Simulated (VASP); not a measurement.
# Zn7S8 (a cell with a defect) in VASP: further runs, part 2 of 4

VASP 6.6.1.

## Step 3: Single point, PBE

The input, INCAR:

```
PREC     = Accurate       # precision mode
ENCUT    = 520            # plane-wave cutoff, eV
EDIFF    = 1E-6           # SCF threshold, eV
ISMEAR   = 0              # smearing method
SIGMA    = 0.02           # smearing width, eV
LREAL    = Auto         
LASPH    = T              # aspherical terms in the spheres
NELM     = 100            # most SCF steps
ALGO     = Normal         # electronic algorithm
ISIF     = 2              # what is computed and relaxed
LWAVE    = F              # write WAVECAR
LCHARG   = F              # write CHGCAR
GGA      = PE             # functional
NBANDS   = 79             # bands
NELECT   = 134.0
```

The input, KPOINTS:

```
Automatic mesh
0
Gamma
  2 2 2
```

The input, POSCAR:

```
Zn7S8
1.0
    0.0000000000      5.4423086079     -5.4423086079
    5.4423086079      5.4423086079      0.0000000000
    5.4423086079      0.0000000000     -5.4423086079
Zn S
7 8
Direct
    0.5122533838      0.4877466883      0.5122533838
    0.9877465405      0.4877465964      0.5122534757
    0.9877466324      0.0122534396      0.5122533838
    0.5122534757      0.4877465964      0.9877465405
    0.5122533838      0.0122534396      0.9877466324
    0.9999999802      0.5000000360      0.9999999802
    0.9877465405      0.0122535315      0.9877465405
    0.1256549471      0.1230351030      0.1256549471
    0.1256549471      0.6256548912      0.1256549471
    0.6208833867      0.1208832588      0.1373499840
    0.6230352309      0.6256548912      0.1256549471
    0.1373499840      0.1208832588      0.6208833867
    0.1256549471      0.6256548912      0.6230352309
    0.6208833867      0.1208832588      0.6208833867
    0.6208833867      0.6373499281      0.6208833867
```

Potentials or basis: VASP PAW PBE potentials, release 64 (Zn, S).

Launch:

```bash
> cat potpaw_PBE.64/Zn/POTCAR potpaw_PBE.64/S/POTCAR > POTCAR
> mpirun -np 1 vasp_std > vasp.out
```

OUTCAR:

```text
PREC = Accurate
   ENCUT = 520
   EDIFF = 1E-6
   ISMEAR = 0
   LREAL = Auto
   LASPH = T
   NELM = 100
   ISIF = 2
   GGA = PE
   NELECT = 134.0

 ion  position               nearest neighbor table
   1  0.512  0.488  0.512-  15 2.31  14 2.31  11 2.43  13 2.43
   2  0.988  0.488  0.512-  15 2.31  12 2.31  13 2.43   9 2.43
   3  0.988  0.012  0.512-  12 2.31  14 2.31   8 2.43  13 2.43
   4  0.512  0.488  0.988-  15 2.31  10 2.31  11 2.43   9 2.43
   5  0.512  0.012  0.988-  10 2.31  14 2.31   8 2.43  11 2.43
   6  1.000  0.500  1.000-  11 2.37  13 2.37   9 2.37   8 2.37
   7  0.988  0.012  0.988-  10 2.31  12 2.31   8 2.43   9 2.43
   8  0.126  0.123  0.126-   6 2.37   7 2.43   3 2.43   5 2.43
   9  0.126  0.626  0.126-   6 2.37   4 2.43   2 2.43   7 2.43
  10  0.621  0.121  0.137-   7 2.31   5 2.31   4 2.31
  11  0.623  0.626  0.126-   6 2.37   1 2.43   4 2.43   5 2.43
  12  0.137  0.121  0.621-   7 2.31   3 2.31   2 2.31
  13  0.126  0.626  0.623-   6 2.37   1 2.43   2 2.43   3 2.43
  14  0.621  0.121  0.621-   3 2.31   5 2.31   1 2.31
  15  0.621  0.637  0.621-   2 2.31   4 2.31   1 2.31

  LATTYP: Found a face centered cubic cell.
 ALAT       =    10.8846172158

  Lattice vectors:

 A1 = (   0.0000000000,   5.4423086079,  -5.4423086079)
 A2 = (   5.4423086079,   5.4423086079,   0.0000000000)
 A3 = (   5.4423086079,   0.0000000000,  -5.4423086079)

Analysis of symmetry for initial positions (statically):
=====================================================================
 Subroutine PRICEL returns:
 Original cell was already a primitive cell.

 Routine SETGRP: Setting up the symmetry group for a
 face centered cubic supercell.

 Subroutine GETGRP returns: Found 24 space group operations
 (whereof  4 operations were pure point group operations)
 out of a pool of 48 trial point group operations.

The static configuration has the point symmetry C_2v.
 The point group associated with its full space group is T_d .

Analysis of symmetry for dynamics (positions and initial velocities):
=====================================================================
 Subroutine PRICEL returns:
 Original cell was already a primitive cell.

 Routine SETGRP: Setting up the symmetry group for a
 face centered cubic supercell.

 Subroutine GETGRP returns: Found 24 space group operations
 (whereof  4 operations were pure point group operations)
 out of a pool of 48 trial point group operations.

The dynamic configuration has the point symmetry C_2v.
 The point group associated with its full space group is T_d .

 Subroutine INISYM returns: Found 24 space group operations
 (whereof  4 operations are pure point group operations),
 and found     1 'primitive' translations

----------------------------------------------------------------------------------------

                                     Primitive cell

  volume of cell :     322.3885

  direct lattice vectors                    reciprocal lattice vectors
[... 75 lines left out ...]
   total plane-waves  NPLWV = 216000
   dimension x,y,z NGX =    60 NGY =   60 NGZ =   60
   dimension x,y,z NGXF=   120 NGYF=  120 NGZF=  120
   ions per type =               7   8
   NGX,Y,Z   is equivalent  to a cutoff of  12.96, 12.96, 12.96 a.u.
   NGXF,Y,Z  is equivalent  to a cutoff of  25.92, 25.92, 25.92 a.u.
 SYSTEM =  unknown system
   PREC   = accura    normal or accurate (medium, high low for compatibility)
   ISTART =      0    job   : 0-new  1-cont  2-samecut
   ICHARG =      2    charge: 1-file 2-atom 10-const
   ISPIN  =      1    spin polarized calculation?
   LNONCOLLINEAR =      F non collinear calculations
   LSORBIT =      F    spin-orbit coupling
   LASPH  =      T    aspherical Exc in radial PAW
   ENCUT  =  520.0 eV  38.22 Ry    6.18 a.u.  14.31 14.31 14.31*2*pi/ulx,y,z
   NELM   =    100;   NELMIN=  2; NELMDL= -5     # of ELM steps
   EDIFF  = 0.1E-05   stopping-criterion for ELM
   LREAL  =      T    real-space projection
   EDIFFG = 0.1E-04   stopping-criterion for IOM
   NSW    =      0    number of steps for IOM
   IBRION =     -1    ionic relax: 0-MD 1-quasi-New 2-CG
   NFREE  =      0    steps in history (QN), initial steepest desc. (CG)
   ISIF   =      2    stress and relaxation
   ISYM   =      2    0-nonsym 1-usesym 2-fastsym
   POTIM  = 0.5000    time-step for ionic-motion
   TEBEG  =    0.0;   TEEND  =   0.0 temperature during run
   PSTRESS=    0.0 pullay stress
   NELECT =     134.0000    total number of electrons
   NUPDOWN=      -1.0000    fix difference up-down
   EMIN   =  10.00;   EMAX   =-10.00  energy-range for DOS
   EFERMI =   0.00;   METHOD = LEGACY
   ISMEAR =     0;   SIGMA  =   0.02  broadening in eV -4-tet -1-fermi 0-gaus
   EFERMI_NEDOS =   21; number of points for ismear=-14 and -15
   IALGO  =     38    algorithm
   IMIX   =      4    mixing-type and parameters
     AMIX     =   0.40;   BMIX     =  1.00
     AMIX_MAG =   1.60;   BMIX_MAG =  1.00
  volume/ion in A,a.u.               =      21.49       145.04
  Fermi-wavevector in a.u.,A,eV,Ry     =   1.221753  2.308778 20.309136  1.492679
  Thomas-Fermi vector in A             =   2.356924
   LORBIT       =      0    0 simple, 1 ext, 2 COOP (PROOUT), +10 PAW based schemes
   GGA     = PE    functional components
   LHFCALC =     F    Hartree Fock is set to
   AEXX    =    0.0000 exact exchange contribution
   IVDW    =     0    specifies the selected vdW correction
   LEPSILON=     F    determine dielectric tensor
   LRPA    =     F    only Hartree local field effects (RPA)
 non-spin polarized calculation
 Gauss-broadening in eV      SIGMA  =   0.02
  energy-cutoff  :      520.00
  volume of cell :      322.39
 maximum number of plane-waves:      8694
 NGX is ok and might be reduce to    60
   NGX = 29   NGY = 29   NGZ = 29

 number of electron     133.9999941 magnetization

 Free energy of the ion-electron system (eV)
  ---------------------------------------------------
  ext. energy  EPLUGINS =         0.00000000
  ---------------------------------------------------
  free energy    TOTEN  =       -46.33035138 eV

  energy without entropy =      -46.33035138  energy(sigma->0) =      -46.33035138

 E-fermi :   1.9951     XC(G=0):  -9.3493

 val. band max:        1.8583425238   @ k =   0.0000   0.0000   0.0000
 cond. band min:       3.6819169239   @ k =   0.0000   0.0000   0.0000
 fundamental gap:      1.8235744001
 Fermi energy:         1.9951206959

 k-point     1 :       0.0000    0.0000    0.0000
  band No.  band energies     occupation
      1     -11.2643      2.00000
      2     -10.4457      2.00000
      3     -10.4457      2.00000
      4     -10.4457      2.00000
      5     -10.1603      2.00000
      6      -9.8445      2.00000
[... 235 lines left out ...]
     78       7.4753      0.00000
     79       7.9740      0.00000

------------------------ aborting loop because EDIFF is reached ----------------------------------------

  FORCE on cell =-STRESS in cart. coord.  units (eV):
  Direction    XX          YY          ZZ          XY          YZ          ZX
  --------------------------------------------------------------------------------------
  -------------------------------------------------------------------------------------
  Total       13.3242068     13.3242068     13.3242068      0.0000000      0.0000000      0.0000000
  in kB       66.2174505     66.2174505     66.2174505      0.0000000      0.0000000      0.0000000
  external PRESSURE =      66.2174505 kB  Pullay stress =       0.0000000 kB

 VOLUME and BASIS-vectors are now :
 -----------------------------------------------------------------------------
  energy-cutoff  :      520.00
  volume of cell :      322.39
      direct lattice vectors                 reciprocal lattice vectors
     0.000000000  5.442308608 -5.442308608    -0.091872776  0.091872776 -0.091872776
     5.442308608  5.442308608  0.000000000     0.091872776  0.091872776  0.091872776
     5.442308608  0.000000000 -5.442308608     0.091872776 -0.091872776 -0.091872776

 POSITION                                       TOTAL-FORCE (eV/Angst)
 -----------------------------------------------------------------------------------
      5.44231      5.44231     -5.57568        -0.000000      0.000000     -0.007968
      5.44231      8.03009     -8.16346        -0.000000     -0.007968      0.000000
      2.85453      5.44231     -8.16346         0.007968      0.000000      0.000000
      8.03009      5.44231     -8.16346        -0.007968      0.000000      0.000000
      5.44231      2.85453     -8.16346        -0.000000      0.007968      0.000000
      8.16346      8.16346    -10.88462        -0.000000      0.000000      0.000000
      5.44231      5.44231    -10.75124        -0.000000      0.000000      0.007968
      1.35345      1.35345     -1.36771        -0.000956     -0.000956     -0.000956
      4.08886      4.08886     -1.36771         0.000956      0.000956     -0.000956
      1.40539      4.03692     -4.12654         0.015992     -0.015992     -0.015992
      4.08886      6.79576     -4.07460         0.000956     -0.000956      0.000956
      4.03692      1.40539     -4.12654        -0.015992      0.015992     -0.015992
      6.79576      4.08886     -4.07460        -0.000956      0.000956      0.000956
      4.03692      4.03692     -6.75808        -0.015992     -0.015992      0.015992
      6.84769      6.84769     -6.75808         0.015992      0.015992      0.015992
 -----------------------------------------------------------------------------------
    total drift:                                0.002196      0.002166      0.003107

  FREE ENERGIE OF THE ION-ELECTRON SYSTEM (eV)
  ---------------------------------------------------
  free  energy   TOTEN  =       -46.3303513777 eV

  energy  without entropy=      -46.3303513777  energy(sigma->0) =      -46.33035138
```

Run time: 90 s. Hardware: 1 thread of Intel Xeon 6975P-C (Granite Rapids), shared host; peak memory 0.47 GiB.

Results:

| Quantity | Value |
| --- | --- |
| Free energy | -46.3304 eV |
| Largest force | 0.028 eV/Å |

Forces in eV/Å, atoms in the order of the input:
```
Zn   0.000  0.000 -0.008
Zn   0.000 -0.008  0.000
Zn   0.008  0.000  0.000
Zn  -0.008  0.000  0.000
Zn   0.000  0.008  0.000
Zn   0.000  0.000  0.000
Zn   0.000  0.000  0.008
S   -0.001 -0.001 -0.001
S    0.001  0.001 -0.001
S    0.016 -0.016 -0.016
S    0.001 -0.001  0.001
S   -0.016  0.016 -0.016
S   -0.001  0.001  0.001
S   -0.016 -0.016  0.016
S    0.016  0.016  0.016
```

Caveat: the k points lie up to 0.50 Å⁻¹ apart; the cell carries a net charge on a neutralising background, which shifts energy and pressure; the cell is charged against a uniform background, so pressure and absolute levels hang on convention.

[end of part 2 of 4]
